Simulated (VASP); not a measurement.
# TaCo3 (Pm-3m) in VASP: further runs

The runs below take TaCo3 through single point, with LDA.

All numbers are computed with VASP 6.6.1; they aren't measurements. Logs are shortened: lines on timing, memory, paths and dates and some standing lists are left out, and cuts for length are marked.

## (1) The cell of the first run

Symmetry: Pm-3m, No. 221, cubic system. The conventional cell has a = 3.595 Å, b = 3.595 Å, c = 3.595 Å, α = 90.00°, β = 90.00°, γ = 90.00°. Ta (site symmetry m-3m) has 12 Co at 2.54 Å within 3.4 Å. Within 3.4 Å of Co (site symmetry 4/mmm) lie 4 Ta at 2.54 Å and 8 Co at 2.54 Å.

## (2) Single point, LDA (volume scaled by 0.94)

The input, INCAR:

```
PREC     = Accurate       # precision mode
ENCUT    = 520            # plane-wave cutoff, eV
EDIFF    = 1E-6           # SCF threshold, eV
ISMEAR   = -1             # smearing method
SIGMA    = 0.08           # smearing width, eV
LREAL    = F              # projectors in reciprocal space
LASPH    = T              # aspherical terms in the spheres
NELM     = 60             # most SCF steps
ALGO     = Normal         # electronic algorithm
ISIF     = 2              # what is computed and relaxed
LWAVE    = F              # write WAVECAR
LCHARG   = F              # write CHGCAR
NBANDS   = 27             # bands
```

The input, KPOINTS:

```
Automatic mesh
0
Gamma
  9 9 9
```

The input, POSCAR:

```
TaCo3
1.0
    3.5950810190      0.0000000000      0.0000000000
    0.0000000000      3.5950810190      0.0000000000
    0.0000000000      0.0000000000      3.5950810190
Ta Co
1 3
Direct
    0.0000000000      0.0000000000      0.0000000000
    0.0000000000      0.5000000000      0.5000000000
    0.5000000000      0.0000000000      0.5000000000
    0.5000000000      0.5000000000      0.0000000000
```

Potentials or basis: VASP PAW LDA potentials, release 64 (Ta_pv, Co).

Launch:

```sh
> cat potpaw_LDA.64/Ta_pv/POTCAR potpaw_LDA.64/Co/POTCAR > POTCAR
> mpirun -np 1 vasp_std > vasp.out
```

OUTCAR:

```text
PREC = Accurate
   ENCUT = 520
   EDIFF = 1E-6
   ISMEAR = -1
   LREAL = F
   LASPH = T
   NELM = 60
   ISIF = 2

 ion  position               nearest neighbor table
   1  0.000  0.000  0.000-   2 2.54   3 2.54   4 2.54   2 2.54   3 2.54   2 2.54   4 2.54   2 2.54
                             3 2.54   4 2.54   3 2.54   4 2.54
   2  0.000  0.500  0.500-   1 2.54   3 2.54   4 2.54   1 2.54   4 2.54   1 2.54   3 2.54   1 2.54
                             3 2.54   4 2.54   4 2.54   3 2.54
   3  0.500  0.000  0.500-   1 2.54   2 2.54   4 2.54   1 2.54   4 2.54   2 2.54   4 2.54   4 2.54
                             1 2.54   2 2.54   1 2.54   2 2.54
   4  0.500  0.500  0.000-   1 2.54   2 2.54   3 2.54   2 2.54   3 2.54   1 2.54   3 2.54   3 2.54
                             1 2.54   2 2.54   2 2.54   1 2.54

  LATTYP: Found a simple cubic cell.
 ALAT       =     3.5950810190

  Lattice vectors:

 A1 = (   3.5950810190,   0.0000000000,   0.0000000000)
 A2 = (   0.0000000000,   3.5950810190,   0.0000000000)
 A3 = (   0.0000000000,   0.0000000000,   3.5950810190)

Analysis of symmetry for initial positions (statically):
=====================================================================
 Subroutine PRICEL returns:
 Original cell was already a primitive cell.

 Routine SETGRP: Setting up the symmetry group for a
 simple cubic supercell.

 Subroutine GETGRP returns: Found 48 space group operations
 (whereof 48 operations were pure point group operations)
 out of a pool of 48 trial point group operations.

The static configuration has the point symmetry O_h .

Analysis of symmetry for dynamics (positions and initial velocities):
=====================================================================
 Subroutine PRICEL returns:
 Original cell was already a primitive cell.

 Routine SETGRP: Setting up the symmetry group for a
 simple cubic supercell.

 Subroutine GETGRP returns: Found 48 space group operations
 (whereof 48 operations were pure point group operations)
 out of a pool of 48 trial point group operations.

The dynamic configuration has the point symmetry O_h .

 Subroutine INISYM returns: Found 48 space group operations
 (whereof 48 operations are pure point group operations),
 and found     1 'primitive' translations

----------------------------------------------------------------------------------------

                                     Primitive cell

  volume of cell :      46.4650

  direct lattice vectors                    reciprocal lattice vectors
     3.595081019  0.000000000  0.000000000     0.278157848  0.000000000  0.000000000
     0.000000000  3.595081019  0.000000000     0.000000000  0.278157848  0.000000000
     0.000000000  0.000000000  3.595081019     0.000000000  0.000000000  0.278157848

  length of vectors
     3.595081019  3.595081019  3.595081019     0.278157848  0.278157848  0.278157848

  position of ions in fractional coordinates (direct lattice)
     0.000000000  0.000000000  0.000000000
     0.000000000  0.500000000  0.500000000
     0.500000000  0.000000000  0.500000000
     0.500000000  0.500000000  0.000000000

  ion indices of the primitive-cell ions
   primitive index   ion index
                 1           1
                 2           2
                 3           3
                 4           4

----------------------------------------------------------------------------------------

 KPOINTS: Automatic mesh

Automatic generation of k-mesh.
 Grid dimensions read from file:
 generate k-points for:    9    9    9

 Generating k-lattice:

  Cartesian coordinates                     Fractional coordinates (reciprocal lattice)
     0.030906428  0.000000000  0.000000000     0.111111111  0.000000000  0.000000000
     0.000000000  0.030906428  0.000000000     0.000000000  0.111111111  0.000000000
     0.000000000  0.000000000  0.030906428     0.000000000  0.000000000  0.111111111

  Length of vectors
     0.030906428  0.030906428  0.030906428

  Shift w.r.t. Gamma in fractional coordinates (k-lattice)
     0.000000000  0.000000000  0.000000000

 Subroutine IBZKPT returns following result:
 ===========================================

 Found     35 irreducible k-points:

 Following reciprocal coordinates:
            Coordinates               Weight
  0.000000  0.000000  0.000000      1.000000
  0.111111  0.000000  0.000000      6.000000
  0.222222  0.000000  0.000000      6.000000
  0.333333  0.000000  0.000000      6.000000
  0.444444  0.000000  0.000000      6.000000
  0.111111  0.111111  0.000000     12.000000
[... 16 lines left out ...]
  0.333333  0.333333  0.111111     24.000000
  0.444444  0.333333  0.111111     48.000000
 [... further k-points ...]
   k-points           NKPTS =     35   k-points in BZ     NKDIM =     35   number of bands    NBANDS=     27
   number of dos      NEDOS =    301   number of ions     NIONS =      4
   total plane-waves  NPLWV =  21952
   dimension x,y,z NGX =    28 NGY =   28 NGZ =   28
   dimension x,y,z NGXF=    56 NGYF=   56 NGZF=   56
   ions per type =               1   3
   NGX,Y,Z   is equivalent  to a cutoff of  12.95, 12.95, 12.95 a.u.
   NGXF,Y,Z  is equivalent  to a cutoff of  25.90, 25.90, 25.90 a.u.
 SYSTEM =  unknown system
   PREC   = accura    normal or accurate (medium, high low for compatibility)
   ISTART =      0    job   : 0-new  1-cont  2-samecut
   ICHARG =      2    charge: 1-file 2-atom 10-const
   ISPIN  =      1    spin polarized calculation?
   LNONCOLLINEAR =      F non collinear calculations
   LSORBIT =      F    spin-orbit coupling
   LASPH  =      T    aspherical Exc in radial PAW
   ENCUT  =  520.0 eV  38.22 Ry    6.18 a.u.   6.68  6.68  6.68*2*pi/ulx,y,z
   NELM   =     60;   NELMIN=  2; NELMDL= -5     # of ELM steps
   EDIFF  = 0.1E-05   stopping-criterion for ELM
   LREAL  =      F    real-space projection
   EDIFFG = 0.1E-04   stopping-criterion for IOM
   NSW    =      0    number of steps for IOM
   IBRION =     -1    ionic relax: 0-MD 1-quasi-New 2-CG
   NFREE  =      0    steps in history (QN), initial steepest desc. (CG)
   ISIF   =      2    stress and relaxation
   ISYM   =      2    0-nonsym 1-usesym 2-fastsym
   POTIM  = 0.5000    time-step for ionic-motion
   TEBEG  =    0.0;   TEEND  =   0.0 temperature during run
   PSTRESS=    0.0 pullay stress
   NELECT =      38.0000    total number of electrons
   NUPDOWN=      -1.0000    fix difference up-down
   EMIN   =  10.00;   EMAX   =-10.00  energy-range for DOS
   EFERMI =   0.00;   METHOD = LEGACY
   ISMEAR =    -1;   SIGMA  =   0.08  broadening in eV -4-tet -1-fermi 0-gaus
   EFERMI_NEDOS =   21; number of points for ismear=-14 and -15
   IALGO  =     38    algorithm
   IMIX   =      4    mixing-type and parameters
     AMIX     =   0.40;   BMIX     =  1.00
     AMIX_MAG =   1.60;   BMIX_MAG =  1.00
  volume/ion in A,a.u.               =      11.62        78.39
  Fermi-wavevector in a.u.,A,eV,Ry     =   1.530949  2.893074 31.889395  2.343804
  Thomas-Fermi vector in A             =   2.638361
   LORBIT       =      0    0 simple, 1 ext, 2 COOP (PROOUT), +10 PAW based schemes
   GGA     = CA    functional components
   LHFCALC =     F    Hartree Fock is set to
   AEXX    =    0.0000 exact exchange contribution
   IVDW    =     0    specifies the selected vdW correction
   LEPSILON=     F    determine dielectric tensor
   LRPA    =     F    only Hartree local field effects (RPA)
 non-spin polarized calculation
  energy-cutoff  :      520.00
  volume of cell :       46.47
 maximum number of plane-waves:      1273
 NGX is ok and might be reduce to    28
   NGX = 13   NGY = 13   NGZ = 13

 number of electron      38.0000040 magnetization

 Free energy of the ion-electron system (eV)
  ---------------------------------------------------
  ext. energy  EPLUGINS =         0.00000000
  ---------------------------------------------------
  free energy    TOTEN  =       -38.57921641 eV

  energy without entropy =      -38.49381973  energy(sigma->0) =      -38.53651807

 E-fermi :   9.3324     XC(G=0): -13.8852

 val. band max:        9.3098362703   @ k =   0.4444   0.4444   0.2222
 cond. band min:       9.3454407076   @ k =   0.3333   0.3333   0.1111
 fundamental gap:      0.0356044373
 Fermi energy:         9.3324404401

 k-point     1 :       0.0000    0.0000    0.0000
  band No.  band energies     occupation
      1     -24.6865      2.00000
      2     -24.6865      2.00000
      3     -24.6865      2.00000
      4       0.4692      2.00000
      5       4.0154      2.00000
      6       4.0154      2.00000
[... 19 lines left out ...]
     26      13.9263      0.00000
     27      13.9263      0.00000

 k-point     2 :       0.1111    0.0000    0.0000
  band No.  band energies     occupation
      1     -24.6999      2.00000
      2     -24.6870      2.00000
      3     -24.6870      2.00000
      4       0.6555      2.00000
      5       4.1233      2.00000
      6       4.1345      2.00000
[... 19 lines left out ...]
     26      14.5255      0.00000
     27      14.5255      0.00000

 k-point     3 :       0.2222    0.0000    0.0000
  band No.  band energies     occupation
      1     -24.7334      2.00000
      2     -24.6883      2.00000
      3     -24.6883      2.00000
      4       1.1904      2.00000
      5       4.4115      2.00000
      6       4.4234      2.00000
[... 19 lines left out ...]
     26      15.6761      0.00000
     27      15.6761      0.00000

 k-point     4 :       0.3333    0.0000    0.0000
  band No.  band energies     occupation
      1     -24.7712      2.00000
      2     -24.6898      2.00000
      3     -24.6898      2.00000
      4       1.9965      2.00000
      5       4.5407      2.00000
      6       4.8303      2.00000
[... 19 lines left out ...]
     26      16.9944      0.00000
     27      16.9944      0.00000
[... 516 lines left out ...]
      4       3.6130      2.00000
      5       4.5871      2.00000
      6       5.7252      2.00000
[... 19 lines left out ...]
     26      16.3219      0.00000
     27      17.0621      0.00000

 k-point    23 :       0.3333    0.3333    0.1111
  band No.  band energies     occupation
      1     -24.7637      2.00000
      2     -24.7546      2.00000
      3     -24.7011      2.00000
      4       3.4068      2.00000
      5       5.2210      2.00000
      6       5.5066      2.00000
[... 19 lines left out ...]
     26      14.9691      0.00000
     27      16.7560      0.00000

 k-point    24 :       0.4444    0.3333    0.1111
  band No.  band energies     occupation
      1     -24.7791      2.00000
      2     -24.7559      2.00000
      3     -24.7013      2.00000
      4       4.1623      2.00000
      5       4.8697      2.00000
      6       5.6969      2.00000
[... 19 lines left out ...]
     26      15.2125      0.00000
     27      15.9263      0.00000

 [... further k-points ...]

------------------------ aborting loop because EDIFF is reached ----------------------------------------

  FORCE on cell =-STRESS in cart. coord.  units (eV):
  Direction    XX          YY          ZZ          XY          YZ          ZX
  --------------------------------------------------------------------------------------
  -------------------------------------------------------------------------------------
  Total       -2.4496521     -2.4496521     -2.4496521      0.0000000      0.0000000     -0.0000000
  in kB      -84.4673663    -84.4673663    -84.4673663      0.0000000      0.0000000     -0.0000000
  external PRESSURE =     -84.4673663 kB  Pullay stress =       0.0000000 kB

 VOLUME and BASIS-vectors are now :
 -----------------------------------------------------------------------------
  energy-cutoff  :      520.00
  volume of cell :       46.47
      direct lattice vectors                 reciprocal lattice vectors
     3.595081019  0.000000000  0.000000000     0.278157848  0.000000000  0.000000000
     0.000000000  3.595081019  0.000000000     0.000000000  0.278157848  0.000000000
     0.000000000  0.000000000  3.595081019     0.000000000  0.000000000  0.278157848

 POSITION                                       TOTAL-FORCE (eV/Angst)
 -----------------------------------------------------------------------------------
      0.00000      0.00000      0.00000         0.000000      0.000000      0.000000
      0.00000      1.79754      1.79754         0.000000      0.000000      0.000000
      1.79754      0.00000      1.79754         0.000000      0.000000      0.000000
      1.79754      1.79754      0.00000         0.000000      0.000000      0.000000
 -----------------------------------------------------------------------------------
    total drift:                                0.000000      0.000000      0.000000

  FREE ENERGIE OF THE ION-ELECTRON SYSTEM (eV)
  ---------------------------------------------------
  free  energy   TOTEN  =       -38.5792164101 eV

  energy  without entropy=      -38.4938197251  energy(sigma->0) =      -38.53651807
```

Run time: 99 s. Hardware: 1 thread of AMD EPYC 7R13, shared host; peak memory 0.14 GiB.

What came out:

| Quantity | Value |
| --- | --- |
| Free energy | -38.5792 eV |
| Pressure | -8.4 GPa |
| Band gap on the k mesh | zero (band 19 reaches 9.85 eV, above the bottom of band 20 at 8.87 eV) |

Levels at points of the mesh, in eV from the Fermi level:
```
           k point  band 17  band 18  band 19  band 20  band 21  band 22
(0.00, 0.00, 0.00)     0.52     0.52     0.52     2.70     2.70     3.22
```

Caveat: the cell differs from its parent crystal (volume scaled by 0.94); spin-orbit coupling is left out, which moves the levels of the heavy elements. Spin polarisation is off, so any magnetic state and its effect on volume and gap are missing.

## (3) Single point, LDA

This run uses another cell than the first one, of 12.36 Å³/atom, 1.064 times its volume.

The input, INCAR:

```
SYSTEM = TaCo3
  PREC = Accurate
  ENCUT = 520
  EDIFF = 1E-6
  ISMEAR = -1
  SIGMA = 0.08
  LREAL = .False.
  LASPH = .True.
  NELM = 60
  ALGO = Normal
  ISIF = 2
  LWAVE = .False.
  LCHARG = .True.
  LELF = .True.
  LVHAR = .True.
  NBANDS = 27
```

The input, KPOINTS:

```
regular mesh
0
Gamma
  9 9 9
  0 0 0
```

The input, POSCAR:

```
TaCo3
1.0
    3.6700000000      0.0000000000      0.0000000000
    0.0000000000      3.6700000000      0.0000000000
    0.0000000000      0.0000000000      3.6700000000
Ta Co
1 3
Direct
    0.0000000000      0.0000000000      0.0000000000
    0.0000000000      0.5000000000      0.5000000000
    0.5000000000      0.0000000000      0.5000000000
    0.5000000000      0.5000000000      0.0000000000
```

Potentials or basis: VASP PAW LDA potentials, release 64 (Ta_pv, Co).

Launch:

```sh
> cat potpaw_LDA.64/Ta_pv/POTCAR potpaw_LDA.64/Co/POTCAR > POTCAR
> mpirun -np 1 vasp_std > vasp.out
```

Wall time 1.9 min (1 thread of AMD EPYC 7R13, shared host); peak memory 0.14 GiB.

The run converged. Its results:

- Free energy: -38.2889 eV
- Pressure: -22.0 GPa
- Band gap on the k mesh: zero (band 19 reaches 8.98 eV, above the bottom of band 20 at 8.10 eV)

Levels at points of the mesh, in eV from the Fermi level:
| k point | band 17 | band 18 | band 19 | band 20 | band 21 | band 22 |
| --- | --- | --- | --- | --- | --- | --- |
| (0.00, 0.00, 0.00) | 0.46 | 0.46 | 0.46 | 2.50 | 2.50 | 3.04 |

Caveat: spin-orbit coupling is left out, which moves the levels of the heavy elements.

[end of part 1 of 2]
